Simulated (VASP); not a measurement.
# Si (R-3m) in VASP: a series of runs

Runs on Si. Level: PBEsol. Tasks: single point.

All numbers are computed with VASP 6.6.1; they aren't measurements. Logs are shortened: lines on timing, memory, paths and dates and some standing lists are left out, and cuts for length are marked.

## (1) The cell of the first run

Symmetry: R-3m, No. 166, trigonal system. The conventional cell has a = 3.823 Å, b = 3.823 Å, c = 9.600 Å, α = 90.00°, β = 90.00°, γ = 120.00°. Within 3.1 Å of Si (site symmetry 3m) lie 4 Si at 2.35 to 2.38 Å.

## (2) Single point, PBEsol (strained cell)

The input, INCAR:

```
PREC     = Accurate       # precision mode
ENCUT    = 500            # plane-wave cutoff, eV
EDIFF    = 1E-6           # SCF threshold, eV
ISMEAR   = 0              # smearing method
SIGMA    = 0.02           # smearing width, eV
LREAL    = False          # projectors in reciprocal space
LASPH    = True           # aspherical terms in the spheres
NELM     = 120            # most SCF steps
ALGO     = Normal         # electronic algorithm
ISIF     = 2              # what is computed and relaxed
LWAVE    = False          # write WAVECAR
LCHARG   = False          # write CHGCAR
GGA      = PS             # functional
NBANDS   = 11             # bands
GGA_COMPAT= False
```

The input, KPOINTS:

```
Automatic mesh
0
Gamma
  9 9 9
```

The input, POSCAR:

```
Si
1.0
    0.0452805072      2.7485267854      2.7485267854
    2.7485267854      0.0452805072      2.7485267854
    2.7485267854      2.7485267854      0.0452805072
Si
2
Direct
    0.0010424718      0.0010424718      0.0010424718
    0.2489575282      0.2489575282      0.2489575282
```

Potentials or basis: VASP PAW PBE potentials, release 64 (Si).

On the command line:

```console
> cat potpaw_PBE.64/Si/POTCAR > POTCAR
> mpirun -np 1 vasp_std > vasp.out
```

OUTCAR:

```text
PREC = Accurate
   ENCUT = 500
   EDIFF = 1E-6
   ISMEAR = 0
   LREAL = False
   LASPH = True
   NELM = 120
   ISIF = 2
   GGA = PS

 ion  position               nearest neighbor table
   1  0.001  0.001  0.001-   2 2.35   2 2.35   2 2.35   2 2.38
   2  0.249  0.249  0.249-   1 2.35   1 2.35   1 2.35   1 2.38

  LATTYP: Found a trigonal (rhomboedric) cell.
 ALAT       =     3.8872675885
 COS(alpha) =     0.5164043865

  Lattice vectors:

 A1 = (   0.0452805072,   2.7485267854,   2.7485267854)
 A2 = (   2.7485267854,   0.0452805072,   2.7485267854)
 A3 = (   2.7485267854,   2.7485267854,   0.0452805072)

Analysis of symmetry for initial positions (statically):
=====================================================================
 Subroutine PRICEL returns:
 Original cell was already a primitive cell.

 Routine SETGRP: Setting up the symmetry group for a
 trigonal (rhombohedral) supercell.

 Subroutine GETGRP returns: Found 12 space group operations
 (whereof  6 operations were pure point group operations)
 out of a pool of 12 trial point group operations.

The static configuration has the point symmetry C_3v.
 The point group associated with its full space group is D_3d.

Analysis of symmetry for dynamics (positions and initial velocities):
=====================================================================
 Subroutine PRICEL returns:
 Original cell was already a primitive cell.

 Routine SETGRP: Setting up the symmetry group for a
 trigonal (rhombohedral) supercell.

 Subroutine GETGRP returns: Found 12 space group operations
 (whereof  6 operations were pure point group operations)
 out of a pool of 12 trial point group operations.

The dynamic configuration has the point symmetry C_3v.
 The point group associated with its full space group is D_3d.

 Subroutine INISYM returns: Found 12 space group operations
 (whereof  6 operations are pure point group operations),
 and found     1 'primitive' translations

----------------------------------------------------------------------------------------

                                     Primitive cell

  volume of cell :      40.5008

  direct lattice vectors                    reciprocal lattice vectors
     0.045280507  2.748526785  2.748526785    -0.186473934  0.183451666  0.183451666
     2.748526785  0.045280507  2.748526785     0.183451666 -0.186473934  0.183451666
     2.748526785  2.748526785  0.045280507     0.183451666  0.183451666 -0.186473934

  length of vectors
     3.887267588  3.887267588  3.887267588     0.319502043  0.319502043  0.319502043

  position of ions in fractional coordinates (direct lattice)
     0.001042472  0.001042472  0.001042472
     0.248957528  0.248957528  0.248957528

  ion indices of the primitive-cell ions
   primitive index   ion index
                 1           1
                 2           2

----------------------------------------------------------------------------------------

 KPOINTS: Automatic mesh

Automatic generation of k-mesh.
 Grid dimensions read from file:
 generate k-points for:    9    9    9

 Generating k-lattice:

  Cartesian coordinates                     Fractional coordinates (reciprocal lattice)
    -0.020719326  0.020383518  0.020383518     0.111111111  0.000000000 -0.000000000
     0.020383518 -0.020719326  0.020383518     0.000000000  0.111111111 -0.000000000
     0.020383518  0.020383518 -0.020719326     0.000000000  0.000000000  0.111111111

  Length of vectors
     0.035500227  0.035500227  0.035500227

  Shift w.r.t. Gamma in fractional coordinates (k-lattice)
     0.000000000  0.000000000  0.000000000

 Subroutine IBZKPT returns following result:
 ===========================================

 Found     85 irreducible k-points:

 Following reciprocal coordinates:
            Coordinates               Weight
  0.000000  0.000000  0.000000      1.000000
  0.111111  0.000000 -0.000000      6.000000
  0.222222 -0.000000  0.000000      6.000000
  0.333333  0.000000  0.000000      6.000000
  0.444444 -0.000000  0.000000      6.000000
  0.111111  0.111111 -0.000000      6.000000
[... 16 lines left out ...]
 -0.333333  0.333333  0.000000      6.000000
  0.444444  0.444444 -0.000000      6.000000
 [... further k-points ...]
   k-points           NKPTS =     85   k-points in BZ     NKDIM =     85   number of bands    NBANDS=     11
   number of dos      NEDOS =    301   number of ions     NIONS =      2
   total plane-waves  NPLWV =  21952
   dimension x,y,z NGX =    28 NGY =   28 NGZ =   28
   dimension x,y,z NGXF=    56 NGYF=   56 NGZF=   56
   ions per type =               2
   NGX,Y,Z   is equivalent  to a cutoff of  11.97, 11.97, 11.97 a.u.
   NGXF,Y,Z  is equivalent  to a cutoff of  23.95, 23.95, 23.95 a.u.
 SYSTEM =  unknown system
   PREC   = accura    normal or accurate (medium, high low for compatibility)
   ISTART =      0    job   : 0-new  1-cont  2-samecut
   ICHARG =      2    charge: 1-file 2-atom 10-const
   ISPIN  =      1    spin polarized calculation?
   LNONCOLLINEAR =      F non collinear calculations
   LSORBIT =      F    spin-orbit coupling
   LASPH  =      T    aspherical Exc in radial PAW
   ENCUT  =  500.0 eV  36.75 Ry    6.06 a.u.   7.09  7.09  7.09*2*pi/ulx,y,z
   NELM   =    120;   NELMIN=  2; NELMDL= -5     # of ELM steps
   EDIFF  = 0.1E-05   stopping-criterion for ELM
   LREAL  =      F    real-space projection
   EDIFFG = 0.1E-04   stopping-criterion for IOM
   NSW    =      0    number of steps for IOM
   IBRION =     -1    ionic relax: 0-MD 1-quasi-New 2-CG
   NFREE  =      0    steps in history (QN), initial steepest desc. (CG)
   ISIF   =      2    stress and relaxation
   ISYM   =      2    0-nonsym 1-usesym 2-fastsym
   POTIM  = 0.5000    time-step for ionic-motion
   TEBEG  =    0.0;   TEEND  =   0.0 temperature during run
   PSTRESS=    0.0 pullay stress
   NELECT =       8.0000    total number of electrons
   NUPDOWN=      -1.0000    fix difference up-down
   EMIN   =  10.00;   EMAX   =-10.00  energy-range for DOS
   EFERMI =   0.00;   METHOD = LEGACY
   ISMEAR =     0;   SIGMA  =   0.02  broadening in eV -4-tet -1-fermi 0-gaus
   EFERMI_NEDOS =   21; number of points for ismear=-14 and -15
   IALGO  =     38    algorithm
   IMIX   =      4    mixing-type and parameters
     AMIX     =   0.40;   BMIX     =  1.00
     AMIX_MAG =   1.60;   BMIX_MAG =  1.00
  volume/ion in A,a.u.               =      20.25       136.66
  Fermi-wavevector in a.u.,A,eV,Ry     =   0.953418  1.801699 12.367786  0.909007
  Thomas-Fermi vector in A             =   2.082072
   LORBIT       =      0    0 simple, 1 ext, 2 COOP (PROOUT), +10 PAW based schemes
   GGA     = PS    functional components
   LHFCALC =     F    Hartree Fock is set to
   AEXX    =    0.0000 exact exchange contribution
   IVDW    =     0    specifies the selected vdW correction
   LEPSILON=     F    determine dielectric tensor
   LRPA    =     F    only Hartree local field effects (RPA)
 non-spin polarized calculation
 Gauss-broadening in eV      SIGMA  =   0.02
  energy-cutoff  :      500.00
  volume of cell :       40.50
 maximum number of plane-waves:      1041
   NGX = 15   NGY = 15   NGZ = 15

 number of electron       8.0000000 magnetization

 Free energy of the ion-electron system (eV)
  ---------------------------------------------------
  ext. energy  EPLUGINS =         0.00000000
  ---------------------------------------------------
  free energy    TOTEN  =       -11.48308520 eV

  energy without entropy =      -11.48308520  energy(sigma->0) =      -11.48308520

 E-fermi :   5.8553     XC(G=0):  -9.5102

 val. band max:        5.7549889196   @ k =   0.0000   0.0000   0.0000
 cond. band min:       6.1306171430   @ k =   0.4444   0.4444  -0.0000
 fundamental gap:      0.3756282235
 Fermi energy:         5.8553018673

 k-point     1 :       0.0000    0.0000    0.0000
  band No.  band energies     occupation
      1      -6.2362      2.00000
      2       5.5213      2.00000
      3       5.7550      2.00000
      4       5.7550      2.00000
      5       7.9180      0.00000
      6       8.2845      0.00000
      7       8.2845      0.00000
      8       8.9588      0.00000
      9      13.3482      0.00000
     10      13.3625      0.00000
     11      13.3625      0.00000

 k-point     2 :       0.1111    0.0000   -0.0000
  band No.  band energies     occupation
      1      -6.0735      2.00000
      2       4.3853      2.00000
      3       5.3130      2.00000
      4       5.5026      2.00000
      5       8.0167      0.00000
      6       8.4425      0.00000
      7       8.6403      0.00000
      8      10.0992      0.00000
      9      12.8859      0.00000
     10      12.9498      0.00000
     11      14.0336      0.00000

 k-point     3 :       0.2222   -0.0000    0.0000
  band No.  band energies     occupation
      1      -5.5951      2.00000
      2       2.3072      2.00000
      3       4.8967      2.00000
      4       5.0560      2.00000
      5       7.6274      0.00000
      6       8.9430      0.00000
      7       9.1492      0.00000
      8      11.9711      0.00000
      9      12.6194      0.00000
     10      12.7734      0.00000
     11      14.5072      0.00000
[... 267 lines left out ...]
 k-point    23 :      -0.3333    0.3333    0.0000
  band No.  band energies     occupation
      1      -2.9295      2.00000
      2      -1.0912      2.00000
      3       1.2660      2.00000
      4       3.4835      2.00000
      5       7.0445      0.00000
      6      11.5470      0.00000
      7      11.9719      0.00000
      8      12.5982      0.00000
      9      12.9415      0.00000
     10      13.2491      0.00000
     11      19.8541      0.00000

 k-point    24 :       0.4444    0.4444   -0.0000
  band No.  band energies     occupation
      1      -2.9366      2.00000
      2      -1.2302      2.00000
      3       2.7767      2.00000
      4       2.9883      2.00000
      5       6.1306      0.00000
      6       6.5915      0.00000
      7      14.8683      0.00000
      8      14.8990      0.00000
      9      17.1520      0.00000
     10      17.2731      0.00000
     11      17.3136      0.00000

 [... further k-points ...]

------------------------ aborting loop because EDIFF is reached ----------------------------------------

  FORCE on cell =-STRESS in cart. coord.  units (eV):
  Direction    XX          YY          ZZ          XY          YZ          ZX
  --------------------------------------------------------------------------------------
  -------------------------------------------------------------------------------------
  Total       -0.2001697     -0.2001697     -0.2001697     -0.3110720     -0.3110720     -0.3110720
  in kB       -7.9185377     -7.9185377     -7.9185377    -12.3057348    -12.3057348    -12.3057348
  external PRESSURE =      -7.9185377 kB  Pullay stress =       0.0000000 kB

 VOLUME and BASIS-vectors are now :
 -----------------------------------------------------------------------------
  energy-cutoff  :      500.00
  volume of cell :       40.50
      direct lattice vectors                 reciprocal lattice vectors
     0.045280507  2.748526785  2.748526785    -0.186473934  0.183451666  0.183451666
     2.748526785  0.045280507  2.748526785     0.183451666 -0.186473934  0.183451666
     2.748526785  2.748526785  0.045280507     0.183451666  0.183451666 -0.186473934

 POSITION                                       TOTAL-FORCE (eV/Angst)
 -----------------------------------------------------------------------------------
      0.00578      0.00578      0.00578         0.000171      0.000171      0.000171
      1.37981      1.37981      1.37981        -0.000171     -0.000171     -0.000171
 -----------------------------------------------------------------------------------
    total drift:                                0.000000      0.000000      0.000000

  FREE ENERGIE OF THE ION-ELECTRON SYSTEM (eV)
  ---------------------------------------------------
  free  energy   TOTEN  =       -11.4830852007 eV

  energy  without entropy=      -11.4830852007  energy(sigma->0) =      -11.48308520
```

Wall time 48 s (1 thread of Intel Xeon 8259CL, shared host); peak memory 0.16 GiB.

What came out:

| Property | Result |
| --- | --- |
| Free energy | -11.4831 eV |
| Pressure | -0.8 GPa |
| Band gap on the k mesh | 0.38 eV (least direct gap 2.16 eV) |

Levels at points of the mesh, in eV from the valence-band top:
```tsv
k point	band 1	band 2	band 3	band 4	band 5	band 6	band 7	band 8	band 9
(0.00, 0.00, 0.00)	-11.99	-0.23	0.00	0.00	2.16	2.53	2.53	3.20	7.59
```

Caveat: the cell differs from its parent crystal (strained cell); the PAW data sets were made with another functional, which shifts forces and pressure a little.

## (3) Single point, PBEsol (strained cell)

The input, INCAR:

```
ALGO     = Normal         # electronic algorithm
EDIFF    = 1E-6           # SCF threshold, eV
ENCUT    = 500            # plane-wave cutoff, eV
GGA      = PS             # functional
GGA_COMPAT= False        
ISIF     = 2              # what is computed and relaxed
ISMEAR   = 0              # smearing method
LASPH    = True           # aspherical terms in the spheres
LCHARG   = True           # write CHGCAR
LELF     = True           # ELF
LREAL    = False          # projectors in reciprocal space
LVHAR    = True         
LWAVE    = False          # write WAVECAR
NBANDS   = 11             # bands
NELM     = 120            # most SCF steps
PREC     = Accurate       # precision mode
SIGMA    = 0.02           # smearing width, eV
```

The input, KPOINTS:

```
k-points
0
Gamma
  9 9 9
```

The input, POSCAR:

```
Si
1.0
    0.0414401690      2.7504469544      2.7504469544
    2.7504469544      0.0414401690      2.7504469544
    2.7504469544      2.7504469544      0.0414401690
Si
2
Direct
    0.0009418234      0.0009418234      0.0009418234
    0.2490581766      0.2490581766      0.2490581766
```

Potentials or basis: VASP PAW PBE potentials, release 64 (Si).

On the command line:

```console
> cat potpaw_PBE.64/Si/POTCAR > POTCAR
> mpirun -np 1 vasp_std > vasp.out
```

It took 48 s on 1 thread of Intel Xeon 8259CL, shared host; peak memory 0.16 GiB.

The run converged. Its results:

```yaml
Free_energy: -11.4833 eV
Pressure: -1.2 GPa
Band_gap_on_the_k_mesh: 0.40 eV (least direct gap 2.19 eV)
```

Stress tensor (GPa, compression positive):
```
-1.17 -1.12 -1.12
-1.12 -1.17 -1.12
-1.12 -1.12 -1.17
```

Levels at points of the mesh, in eV from the valence-band top:
```
           k point  band 2  band 3  band 4  band 5  band 6  band 7
(0.00, 0.00, 0.00)   -0.21    0.00    0.00    2.19    2.53    2.53
```

Caveat: the cell differs from its parent crystal (strained cell); the PAW data sets were made with another functional, which shifts forces and pressure a little.

## (4) Single point, PBEsol (strained cell)

The input, INCAR:

```
SYSTEM = Si
PREC = Accurate ; ENCUT = 500
EDIFF = 1E-6 ; ISMEAR = 0
SIGMA = 0.02 ; LREAL = .False.
LASPH = .True. ; NELM = 120
ALGO = Normal ; ISIF = 2
LWAVE = .False. ; LCHARG = .False.
GGA = PS ; NBANDS = 11
GGA_COMPAT = .False.
```

The input, KPOINTS:

```
regular mesh
0
Gamma
  9 9 9
  0 0 0
```

The input, POSCAR:

```
Si
1.0
    0.0427765645      2.7497787567      2.7497787567
    2.7497787567      0.0427765645      2.7497787567
    2.7497787567      2.7497787567      0.0427765645
Si
2
Direct
    0.0009681043      0.0009681043      0.0009681043
    0.2490318957      0.2490318957      0.2490318957
```

On the command line:

```console
> cat potpaw_PBE.64/Si/POTCAR > POTCAR
> mpirun -np 1 vasp_std > vasp.out
```

Run time: 49 s. Hardware: 1 thread of Intel Xeon 8259CL, shared host; peak memory 0.16 GiB.

The run converged. Its results:

- Free energy: -11.4833 eV
- Pressure: -1.0 GPa
- Band gap on the k mesh: 0.39 eV (least direct gap 2.18 eV)

Forces on the atoms (eV/Å):
```
Si   0.002  0.002  0.002
Si  -0.002 -0.002 -0.002
```

Stress tensor (GPa, compression positive):
```
-1.04 -1.16 -1.16
-1.16 -1.04 -1.16
-1.16 -1.16 -1.04
```

Levels at points of the mesh, in eV from the valence-band top:
```tsv
k point	band 2	band 3	band 4	band 5	band 6	band 7
(0.00, 0.00, 0.00)	-0.22	0.00	0.00	2.18	2.53	2.53
```

Caveat: the cell differs from its parent crystal (strained cell); the PAW data sets were made with another functional, which shifts forces and pressure a little.

## (5) Summary

```csv
cell,gap on the mesh (eV),pressure (GPa)
"a = 3.887 Å, angles 58.9°, 2 atoms, atomic positions A",0.38,-0.8
"a = 3.890 Å, angles 59.0°, 2 atoms, atomic positions B",0.40,-1.2
"a = 3.889 Å, angles 59.0°, 2 atoms, atomic positions B",0.39,-1.0
```

Alike in all rows: task single point; level PBEsol; potentials or basis VASP PAW PBE potentials, release 64 (Si); no spin polarisation; k mesh 9 × 9 × 9; cutoff (eV) 500; smearing gaussian 0.02 eV.

Caveats: the PAW data sets were made with another functional, which shifts forces and pressure a little.

Absolute energies hang on the potentials; compare differences alone.
